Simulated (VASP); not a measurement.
Here is a VASP 6.6.1 calculation.

INCAR

```
SYSTEM = Ru4S
PREC = Accurate
ENCUT = 450
EDIFF = 1E-7
ISMEAR = 0
SIGMA = 0.1
LREAL = .FALSE.
LASPH = .TRUE.
NELM = 120
ALGO = Normal
ISIF = 2
LWAVE = .FALSE.
LCHARG = .FALSE.
LDIPOL = .TRUE.
IDIPOL = 3
DIPOL = 0.5 0.5 0.374
GGA = PE
IBRION = 2
NSW = 36
EDIFFG = -0.025
GGA_COMPAT = .FALSE.
NELMIN = 4
NELMDL = -8
```

Contents of KPOINTS:

```
regular mesh
0
G
  12 12 1
  0 0 0
```

File POSCAR:

```
Ru4S
1.0
    2.7197977462      0.0000000000      0.0000000000
   -1.3598988731      2.3554139414      0.0000000000
    0.0000000000      0.0000000000     21.8663388879
Ru S
4 1
Selective dynamics
Direct
    0.6666666667      0.3333333333      0.1829295714  F F F
    0.3333333333      0.6666666667      0.2811778374  F F F
    0.6666666667      0.3333333333      0.3790816285  F F F
    0.3333333333      0.6666666667      0.4740774823  F F F
    0.6666666667      1.3333333333      0.5549022872  F F T
```

Potentials or basis: VASP PAW PBE potentials, release 64 (Ru_pv, S).

The run is started by

```sh
$ cat potpaw_PBE.64/Ru_pv/POTCAR potpaw_PBE.64/S/POTCAR > POTCAR
$ mpirun -np 1 vasp_std > vasp.out
```

Q: Predict the band gap on the k mesh.

A: Zero (bands 31 and 32 overlap by 2.04 eV).

Final structure:
```
Ru S
1.0
     2.71980    0.00000    0.00000
    -1.35990    2.35541    0.00000
     0.00000    0.00000   21.86634
Ru S
4 1
Direct
  0.66667 0.33333 0.18293
  0.33333 0.66667 0.28118
  0.66667 0.33333 0.37908
  0.33333 0.66667 0.47408
  0.66667 0.33333 0.55490
```

Caveat: the relaxation stopped at its first step, so nothing moved.
